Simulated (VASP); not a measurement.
Nb: single point with r2SCAN

Nb:

```
Nb
1.0
    -1.65228    1.65228    1.65228
     1.65228   -1.65228    1.65228
     1.65228    1.65228   -1.65228
Nb
1
Cartesian
  0.0000 0.0000 0.0000
```

```json
{
  "Program": "VASP 6.6.1",
  "Task": "single point",
  "Functional": "r2SCAN",
  "Potentials or basis": "VASP PAW PBE potentials, release 64 (Nb_sv)",
  "Cutoff": "520 eV",
  "k mesh": "18 × 18 × 18",
  "Occupations": "gaussian, width 0.1 eV",
  "Spin": "no spin polarisation",
  "Dipole correction": "no",
  "Further INCAR settings": "ALGO = Normal; EDIFF = 1e-06; NBANDS = 12"
}
```

```json
{
  "Pressure": "-0.2 GPa"
}
```

Levels at points of the mesh, in eV from the Fermi level:
```tsv
k point	band 3	band 4	band 5	band 6	band 7	band 8	band 9	band 10
(0.00, 0.00, 0.00)	-30.68	-30.68	-6.26	0.47	0.47	0.47	3.58	3.58
(0.50, 0.00, 0.00)	-31.13	-30.70	-3.88	-1.68	2.27	3.60	4.32	6.66
(0.50, 0.50, 0.50)	-31.66	-31.66	-3.86	-3.86	5.87	5.87	5.87	9.53
```

Wall time 78 s on 1 thread of Intel(R) Xeon(R) Platinum 8124M CPU @ 3.00GHz (Skylake/Cascade Lake), with other jobs on the host, peak memory 0.17 GiB.

Caveat: the PAW data sets were made with another functional, which shifts forces and pressure a little.
